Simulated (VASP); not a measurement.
Write the native input for VASP 6.6.1 that does the following.

```yaml
Task: single point
Functional: PBE
Potentials_or_basis: VASP PAW PBE potentials, release 64 (Rb_sv, Ag)
Cutoff: 520 eV
k_mesh: 4 × 4 × 4
Occupations: gaussian, width 0.1 eV
Spin: no spin polarisation
Dipole_correction: no
Further_INCAR_settings: ALGO = Normal; EDIFF = 1e-06; NBANDS = 29
```

The structure of RbAg3 lies in POSCAR:

```
RbAg3
1.0
    4.5834764762      0.0000000000      0.0000000000
    0.0000000000      4.5834764762      0.0000000000
    0.0000000000      0.0000000000      4.5363647353
Rb Ag
1 3
Direct
    0.0000000000      0.0000000000      0.0000000000
    0.0000000000      0.5000000000      0.5000000000
    0.5000000000      0.0000000000      0.5000000000
    0.5000000000      0.5000000000      0.0000000000
```

One way to write it, as run:

INCAR

```
PREC = Accurate ; ENCUT = 520
EDIFF = 1E-6 ; ISMEAR = 0
SIGMA = 0.1 ; LREAL = F
LASPH = T ; NELM = 80
ALGO = Normal ; ISIF = 2
LWAVE = F ; LCHARG = F
GGA = PE ; NBANDS = 29
```

KPOINTS

```
regular mesh
0
Gamma
  4 4 4
```

Potentials or basis: VASP PAW PBE potentials, release 64 (Rb_sv, Ag).

The run is started by

```bash
$ cat potpaw_PBE.64/Rb_sv/POTCAR potpaw_PBE.64/Ag/POTCAR > POTCAR
$ mpirun -np 1 vasp_std > vasp.out
```

It gave:

| Item | Value |
| --- | --- |
| Pressure | 2.2 GPa |
| Band gap on the k mesh | zero (bands 21 and 22 overlap by 2.51 eV) |

It took 41 s on 1 thread of Oxide Virtual Turin-like Processor (shared host), peak memory 0.19 GiB.
